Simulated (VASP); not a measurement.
# BN (P1) in VASP: further runs

BN is run at these levels: PBE; tasks: single point.

Everything below comes from runs of VASP 6.6.1. Logs are shortened: lines on timing, memory, paths and dates and some standing lists are left out, and cuts for length are marked.

## (1) The cell of the first run

The typed cell holds 4 atoms: a = 2.554 Å, b = 2.554 Å, c = 4.227 Å, α = 90.00°, β = 90.00°, γ = 120.00°.

## (2) Single point, PBE (atom 3 (N) moved by (-0.200, -0.100) A along [1 1 0] and z)

INCAR

```
SYSTEM = BN
ALGO     = Normal         ! electronic algorithm
EDIFF    = 1E-7           ! SCF threshold, eV
ENCUT    = 520            ! plane-wave cutoff, eV
GGA      = PE             ! functional
ISIF     = 2              ! what is computed and relaxed
ISMEAR   = 0              ! smearing method
LASPH    = .TRUE.         ! aspherical terms in the spheres
LCHARG   = .FALSE.        ! write CHGCAR
LREAL    = .FALSE.        ! projectors in reciprocal space
LWAVE    = .FALSE.        ! write WAVECAR
NBANDS   = 16             ! bands
NELM     = 80             ! most SCF steps
PREC     = Accurate       ! precision mode
SIGMA    = 0.05           ! smearing width, eV
```

KPOINTS

```
k-points
0
G
  12 12 6
  0 0 0
```

POSCAR

```
BN
1.0
    2.5539396017      0.0000000000      0.0000000000
   -1.2769698009      2.2117765748      0.0000000000
    0.0000000000      0.0000000000      4.2268550000
B N
2 2
Direct
    0.6666666667      0.3333333333      0.9997240000
    0.3333333333      0.6666666667      0.4997240000
    0.5793227787      0.2693931696      0.6016177482
    0.3333333333      0.6666666667      0.1252760000
```

Potentials or basis: VASP PAW PBE potentials, release 64 (B, N).

On the command line:

```bash
cat potpaw_PBE.64/B/POTCAR potpaw_PBE.64/N/POTCAR > POTCAR
mpirun -np 1 vasp_std > vasp.out
```

OUTCAR:

```text
SYSTEM = BN
   EDIFF = 1E-7
   ENCUT = 520
   GGA = PE
   ISIF = 2
   ISMEAR = 0
   LASPH = .TRUE.
   LREAL = .FALSE.
   NELM = 80
   PREC = Accurate

 ion  position               nearest neighbor table
   1  0.667  0.333  1.000-   4 1.57   4 1.57   4 1.57   3 1.69
   2  0.333  0.667  0.500-   3 1.41   3 1.50   4 1.58   3 1.72
   3  0.579  0.269  0.602-   2 1.41   2 1.50   1 1.69   2 1.72
   4  0.333  0.667  0.125-   1 1.57   1 1.57   1 1.57   2 1.58

  LATTYP: Found a hexagonal cell.
 ALAT       =     2.5539396017
 C/A-ratio  =     1.6550332659

  Lattice vectors:

 A1 = (   2.5539396017,   0.0000000000,   0.0000000000)
 A2 = (  -1.2769698009,   2.2117765748,   0.0000000000)
 A3 = (   0.0000000000,   0.0000000000,   4.2268550000)

Analysis of symmetry for initial positions (statically):
=====================================================================
 Subroutine PRICEL returns:
 Original cell was already a primitive cell.

 Routine SETGRP: Setting up the symmetry group for a
 hexagonal supercell.

 Subroutine GETGRP returns: Found  1 space group operations
 (whereof  1 operations were pure point group operations)
 out of a pool of 24 trial point group operations.

The static configuration has the point symmetry C_1 .

Analysis of symmetry for dynamics (positions and initial velocities):
=====================================================================
 Subroutine PRICEL returns:
 Original cell was already a primitive cell.

 Routine SETGRP: Setting up the symmetry group for a
 hexagonal supercell.

 Subroutine GETGRP returns: Found  1 space group operations
 (whereof  1 operations were pure point group operations)
 out of a pool of 24 trial point group operations.

The dynamic configuration has the point symmetry C_1 .

 Subroutine INISYM returns: Found  1 space group operations
 (whereof  1 operations are pure point group operations),
 and found     1 'primitive' translations

----------------------------------------------------------------------------------------

                                     Primitive cell

  volume of cell :      23.8764

  direct lattice vectors                    reciprocal lattice vectors
     2.553939602  0.000000000  0.000000000     0.391551938  0.226062617  0.000000000
    -1.276969801  2.211776575  0.000000000     0.000000000  0.452125233  0.000000000
     0.000000000  0.000000000  4.226855000     0.000000000  0.000000000  0.236582518

  length of vectors
     2.553939602  2.553939602  4.226855000     0.452125233  0.452125233  0.236582518

  position of ions in fractional coordinates (direct lattice)
     0.666666667  0.333333333  0.999724000
     0.333333333  0.666666667  0.499724000
     0.579322779  0.269393170  0.601617748
     0.333333333  0.666666667  0.125276000

  ion indices of the primitive-cell ions
   primitive index   ion index
                 1           1
                 2           2
                 3           3
                 4           4

----------------------------------------------------------------------------------------

 KPOINTS: k-points

Automatic generation of k-mesh.
 Grid dimensions read from file:
 generate k-points for:   12   12    6

 Generating k-lattice:

  Cartesian coordinates                     Fractional coordinates (reciprocal lattice)
     0.032629328  0.018838551  0.000000000     0.083333333  0.000000000  0.000000000
     0.000000000  0.037677103  0.000000000     0.000000000  0.083333333  0.000000000
     0.000000000  0.000000000  0.039430420     0.000000000  0.000000000  0.166666667

  Length of vectors
     0.037677103  0.037677103  0.039430420

  Shift w.r.t. Gamma in fractional coordinates (k-lattice)
     0.000000000  0.000000000  0.000000000

 Subroutine IBZKPT returns following result:
 ===========================================

 Found    436 irreducible k-points:

 Following reciprocal coordinates:
            Coordinates               Weight
  0.000000  0.000000  0.000000      1.000000
  0.083333  0.000000  0.000000      2.000000
  0.000000  0.083333  0.000000      2.000000
 -0.083333  0.083333  0.000000      2.000000
  0.166667  0.000000  0.000000      2.000000
  0.000000  0.166667  0.000000      2.000000
[... 16 lines left out ...]
  0.166667  0.083333  0.000000      2.000000
 -0.083333  0.250000  0.000000      2.000000
 [... further k-points ...]
   k-points           NKPTS =    436   k-points in BZ     NKDIM =    436   number of bands    NBANDS=     16
   number of dos      NEDOS =    301   number of ions     NIONS =      4
   total plane-waves  NPLWV =  12800
   dimension x,y,z NGX =    20 NGY =   20 NGZ =   32
   dimension x,y,z NGXF=    40 NGYF=   40 NGZF=   64
   ions per type =               2   2
   NGX,Y,Z   is equivalent  to a cutoff of  13.02, 13.02, 12.59 a.u.
   NGXF,Y,Z  is equivalent  to a cutoff of  26.04, 26.04, 25.17 a.u.
 SYSTEM =  BN
   PREC   = accura    normal or accurate (medium, high low for compatibility)
   ISTART =      0    job   : 0-new  1-cont  2-samecut
   ICHARG =      2    charge: 1-file 2-atom 10-const
   ISPIN  =      1    spin polarized calculation?
   LNONCOLLINEAR =      F non collinear calculations
   LSORBIT =      F    spin-orbit coupling
   LASPH  =      T    aspherical Exc in radial PAW
   ENCUT  =  520.0 eV  38.22 Ry    6.18 a.u.   4.75  4.75  7.86*2*pi/ulx,y,z
   NELM   =     80;   NELMIN=  2; NELMDL= -5     # of ELM steps
   EDIFF  = 0.1E-06   stopping-criterion for ELM
   LREAL  =      F    real-space projection
   EDIFFG = 0.1E-05   stopping-criterion for IOM
   NSW    =      0    number of steps for IOM
   IBRION =     -1    ionic relax: 0-MD 1-quasi-New 2-CG
   NFREE  =      0    steps in history (QN), initial steepest desc. (CG)
   ISIF   =      2    stress and relaxation
   ISYM   =      2    0-nonsym 1-usesym 2-fastsym
   POTIM  = 0.5000    time-step for ionic-motion
   TEBEG  =    0.0;   TEEND  =   0.0 temperature during run
   PSTRESS=    0.0 pullay stress
   NELECT =      16.0000    total number of electrons
   NUPDOWN=      -1.0000    fix difference up-down
   EMIN   =  10.00;   EMAX   =-10.00  energy-range for DOS
   EFERMI =   0.00;   METHOD = LEGACY
   ISMEAR =     0;   SIGMA  =   0.05  broadening in eV -4-tet -1-fermi 0-gaus
   EFERMI_NEDOS =   21; number of points for ismear=-14 and -15
   IALGO  =     38    algorithm
   IMIX   =      4    mixing-type and parameters
     AMIX     =   0.40;   BMIX     =  1.00
     AMIX_MAG =   1.60;   BMIX_MAG =  1.00
  volume/ion in A,a.u.               =       5.97        40.28
  Fermi-wavevector in a.u.,A,eV,Ry     =   1.432600  2.707222 27.923836  2.052344
  Thomas-Fermi vector in A             =   2.552210
   LORBIT       =      0    0 simple, 1 ext, 2 COOP (PROOUT), +10 PAW based schemes
   GGA     = PE    functional components
   LHFCALC =     F    Hartree Fock is set to
   AEXX    =    0.0000 exact exchange contribution
   IVDW    =     0    specifies the selected vdW correction
   LEPSILON=     F    determine dielectric tensor
   LRPA    =     F    only Hartree local field effects (RPA)
 non-spin polarized calculation
 Gauss-broadening in eV      SIGMA  =   0.05
  energy-cutoff  :      520.00
  volume of cell :       23.88
 maximum number of plane-waves:       660
   NGX =  9   NGY =  9   NGZ = 15

 number of electron      16.0000001 magnetization

 Free energy of the ion-electron system (eV)
  ---------------------------------------------------
  ext. energy  EPLUGINS =         0.00000000
  ---------------------------------------------------
  free energy    TOTEN  =       -34.14579789 eV

  energy without entropy =      -34.14579789  energy(sigma->0) =      -34.14579789

 E-fermi :   8.2637     XC(G=0): -12.7582

 val. band max:        8.0615322663   @ k =   0.0000   0.0000   0.0000
 cond. band min:      12.9299250265   @ k =   0.3333   0.3333   0.0000
 fundamental gap:      4.8683927602
 Fermi energy:         8.2636788848

 k-point     1 :       0.0000    0.0000    0.0000
  band No.  band energies     occupation
      1     -12.9108      2.00000
      2      -8.7723      2.00000
      3      -3.2910      2.00000
      4       3.8608      2.00000
      5       5.9534      2.00000
      6       6.8584      2.00000
[... 8 lines left out ...]
     15      21.3689      0.00000
     16      23.3705      0.00000

 k-point     2 :       0.0833    0.0000    0.0000
  band No.  band energies     occupation
      1     -12.7620      2.00000
      2      -8.6553      2.00000
      3      -3.1425      2.00000
      4       3.6685      2.00000
      5       5.1734      2.00000
      6       6.6472      2.00000
[... 8 lines left out ...]
     15      21.6897      0.00000
     16      23.1274      0.00000

 k-point     3 :       0.0000    0.0833    0.0000
  band No.  band energies     occupation
      1     -12.7627      2.00000
      2      -8.6636      2.00000
      3      -3.1376      2.00000
      4       3.3728      2.00000
      5       5.5594      2.00000
      6       6.3438      2.00000
[... 8 lines left out ...]
     15      21.4954      0.00000
     16      23.1952      0.00000

 k-point     4 :      -0.0833    0.0833    0.0000
  band No.  band energies     occupation
      1     -12.7626      2.00000
      2      -8.6621      2.00000
      3      -3.1387      2.00000
      4       3.4177      2.00000
      5       5.4971      2.00000
      6       6.4320      2.00000
[... 8 lines left out ...]
     15      21.6079      0.00000
     16      23.2288      0.00000

 k-point     5 :       0.1667    0.0000    0.0000
  band No.  band energies     occupation
      1     -12.3215      2.00000
      2      -8.3175      2.00000
      3      -2.7054      2.00000
      4       3.0681      2.00000
      5       3.4721      2.00000
      6       5.6863      2.00000
[... 8 lines left out ...]
     15      22.2546      0.00000
     16      22.7451      0.00000

 k-point     6 :       0.0000    0.1667    0.0000
  band No.  band energies     occupation
      1     -12.3228      2.00000
      2      -8.3548      2.00000
      3      -2.6828      2.00000
      4       2.1031      2.00000
      5       4.5570      2.00000
      6       5.1758      2.00000
[... 8 lines left out ...]
     15      21.6507      0.00000
     16      23.1240      0.00000
[... 267 lines left out ...]
 k-point    21 :      -0.0833    0.1667    0.0000
  band No.  band energies     occupation
      1     -12.4691      2.00000
      2      -8.4594      2.00000
      3      -2.8309      2.00000
      4       2.4523      2.00000
      5       4.9296      2.00000
      6       5.4885      2.00000
[... 8 lines left out ...]
     15      21.7168      0.00000
     16      23.0703      0.00000

 k-point    22 :      -0.1667    0.0833    0.0000
  band No.  band energies     occupation
      1     -12.4677      2.00000
      2      -8.4336      2.00000
      3      -2.8462      2.00000
      4       3.0372      2.00000
      5       4.2081      2.00000
      6       6.0039      2.00000
[... 8 lines left out ...]
     15      22.0817      0.00000
     16      23.1317      0.00000

 k-point    23 :       0.1667    0.0833    0.0000
  band No.  band energies     occupation
      1     -11.8904      2.00000
      2      -8.0170      2.00000
      3      -2.2722      2.00000
      4       1.9841      2.00000
      5       2.6533      2.00000
      6       4.8076      2.00000
[... 8 lines left out ...]
     15      22.3441      0.00000
     16      23.3277      0.00000

 k-point    24 :      -0.0833    0.2500    0.0000
  band No.  band energies     occupation
      1     -11.8908      2.00000
      2      -8.0871      2.00000
      3      -2.2286      2.00000
      4       1.1073      2.00000
      5       3.6377      2.00000
      6       4.3498      2.00000
[... 8 lines left out ...]
     15      21.6777      0.00000
     16      23.5720      0.00000

 [... further k-points ...]
[... 5 lines left out ...]
  --------------------------------------------------------------------------------------
  -------------------------------------------------------------------------------------
  Total        0.3878187      2.6418133      0.7959511     -0.6163701      0.4991935     -0.0884347
  in kB       26.0237607    177.2733586     53.4106348    -41.3602258     33.4973343     -5.9342251
  external PRESSURE =      85.5692514 kB  Pullay stress =       0.0000000 kB

 VOLUME and BASIS-vectors are now :
 -----------------------------------------------------------------------------
  energy-cutoff  :      520.00
  volume of cell :       23.88
      direct lattice vectors                 reciprocal lattice vectors
     2.553939602  0.000000000  0.000000000     0.391551938  0.226062617  0.000000000
    -1.276969801  2.211776575  0.000000000     0.000000000  0.452125233  0.000000000
     0.000000000  0.000000000  4.226855000     0.000000000  0.000000000  0.236582518

 POSITION                                       TOTAL-FORCE (eV/Angst)
 -----------------------------------------------------------------------------------
      1.27697      0.73726      4.22569        -0.589762     -0.637222     -0.461287
     -0.00000      1.47452      2.11226        -1.759598     -3.520495     -2.248793
      1.13555      0.59584      2.54295         2.437873      4.285430      4.131223
     -0.00000      1.47452      0.52952        -0.088513     -0.127713     -1.421142
 -----------------------------------------------------------------------------------
    total drift:                                0.000126      0.000004      0.000110

  FREE ENERGIE OF THE ION-ELECTRON SYSTEM (eV)
  ---------------------------------------------------
  free  energy   TOTEN  =       -34.1457978914 eV

  energy  without entropy=      -34.1457978914  energy(sigma->0) =      -34.14579789
```

Wall time 59 s (1 thread of Intel Xeon 6975P-C (Granite Rapids), shared host); peak memory 0.24 GiB.

What came out:

```yaml
Free_energy: -34.1458 eV
Pressure: 8.6 GPa
Largest_force: 6.432 eV/Å
Band_gap_on_the_k_mesh: 4.87 eV, indirect (least direct gap 7.07 eV)
```

Forces in eV/Å, atoms in the order of the input:
```
B   -0.590 -0.637 -0.461
B   -1.760 -3.520 -2.249
N    2.438  4.285  4.131
N   -0.089 -0.128 -1.421
```

Stress tensor (GPa, compression positive):
```
 2.60 -4.14 -0.59
-4.14 17.73  3.35
-0.59  3.35  5.34
```

Caveat: the cell differs from its parent crystal (atom 3 (N) moved by (-0.200, -0.100) A along [1 1 0] and z); forces of over 1 eV/Å act on the atoms, so gaps and moduli don't describe the material at rest. A k mesh can miss the band edges.

## (3) Single point, PBE (atom 3 (N) moved by (-0.200, +0.100) A along [1 1 0] and z)

INCAR

```
  PREC = Accurate
  ENCUT = 520
  EDIFF = 1E-6
  ISMEAR = 0
  SIGMA = 0.05
  LREAL = F
  LASPH = T
  NELM = 100
  ALGO = Normal
  ISIF = 2
  LWAVE = F
  LCHARG = F
  GGA = PE
  NBANDS = 16
```

KPOINTS

```
Automatic mesh
0
Gamma
  12 12 6
```

Edit POSCAR of step 2 so:

```diff
@@ -10,3 +10,3 @@
     0.3333333333      0.6666666667      0.4997240000
-    0.5793227787      0.2693931696      0.6016177482
+    0.5793227787      0.2693931696      0.6489342518
     0.3333333333      0.6666666667      0.1252760000
```

Potentials or basis: VASP PAW PBE potentials, release 64 (B, N).

On the command line:

```bash
cat potpaw_PBE.64/B/POTCAR potpaw_PBE.64/N/POTCAR > POTCAR
mpirun -np 1 vasp_std > vasp.out
```

Run time: 51 s. Hardware: 1 thread of Intel Xeon 6975P-C (Granite Rapids), shared host; peak memory 0.24 GiB.

Results (log left out):

```
Free energy            : -34.3049 eV
Pressure               : 5.5 GPa
Largest force          : 4.420 eV/Å
Band gap on the k mesh : 3.62 eV, indirect (least direct gap 6.98 eV)
```

Forces in eV/Å, atoms in the order of the input:
```
B   -0.589 -0.637  1.036
B   -0.931 -2.020  0.690
N    1.536  2.711 -3.135
N   -0.016 -0.054  1.410
```

Stress tensor (GPa, compression positive):
```
 3.90  0.68 -1.09
 0.68  7.74  1.57
-1.09  1.57  4.89
```

Levels at points of the mesh, in eV from the valence-band top:
| k point | band 5 | band 6 | band 7 | band 8 | band 9 | band 10 | band 11 | band 12 |
| --- | --- | --- | --- | --- | --- | --- | --- | --- |
| (0.00, 0.00, 0.00) | -2.39 | -1.79 | -0.96 | 0.00 | 6.98 | 7.66 | 7.95 | 8.37 |
| (0.50, 0.00, 0.00) | -7.78 | -6.00 | -4.67 | -2.96 | 5.16 | 5.79 | 9.05 | 10.07 |
| (0.00, 0.50, 0.00) | -7.46 | -6.18 | -5.45 | -2.28 | 5.60 | 7.42 | 8.96 | 10.62 |
| (0.50, 0.50, 0.00) | -7.83 | -5.87 | -5.39 | -2.35 | 5.26 | 6.85 | 8.81 | 10.54 |
| (0.00, 0.00, 0.50) | -2.93 | -2.12 | -2.06 | -0.42 | 6.88 | 8.34 | 8.83 | 8.93 |
| (0.50, 0.00, 0.50) | -5.27 | -4.86 | -4.50 | -4.40 | 5.19 | 5.85 | 8.66 | 9.43 |
| (0.00, 0.50, 0.50) | -5.03 | -4.63 | -4.45 | -3.30 | 5.22 | 5.83 | 8.41 | 9.41 |
| (0.50, 0.50, 0.50) | -5.34 | -4.72 | -4.38 | -3.17 | 4.87 | 5.76 | 8.38 | 9.19 |

Caveat: the cell differs from its parent crystal (atom 3 (N) moved by (-0.200, +0.100) A along [1 1 0] and z); forces of over 1 eV/Å act on the atoms, so gaps and moduli don't describe the material at rest. A k mesh can miss the band edges.
